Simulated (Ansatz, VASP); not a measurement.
## One calculation of Si2W, two programs

```
Si W
1.0
     0.00000    3.41455    3.41455
     3.41455    0.00000    3.41455
     3.41455    3.41455    0.00000
Si W
4 2
Cartesian
  0.8536 0.8536 0.8536
  0.8536 2.5609 2.5609
  2.5609 2.5609 0.8536
  2.5609 0.8536 2.5609
  3.4145 3.4145 3.4145
  5.1218 5.1218 5.1218
```

Alike in both runs: functional PBE; k mesh 10 × 10 × 10; occupations gaussian, width 0.1 eV; no spin polarisation.

Ansatz relaxed the structure, and its values are those at the end. VASP's run is a single point on that final structure, the one shown.

|  | VASP | Ansatz |
| --- | --- | --- |
| version | VASP 6.6.1 | Ansatz 0.2.0 |
| potentials or method | VASP PAW PBE potentials, release 64 (Si, W_sv), cutoff 520 eV | scalar-relativistic, plane waves, PAW |
| valence electrons in the cell | 44 | 44 |

|  | VASP | Ansatz | Ansatz less VASP |
| --- | --- | --- | --- |
| gap on the k mesh at the Fermi level (eV) | none | none | - |
| pressure (GPa) | 0.0 | 0.0 | +0.01 |

A gap of «none» marks a metal or a gap that the smearing closes.

Spin-orbit coupling is off throughout.
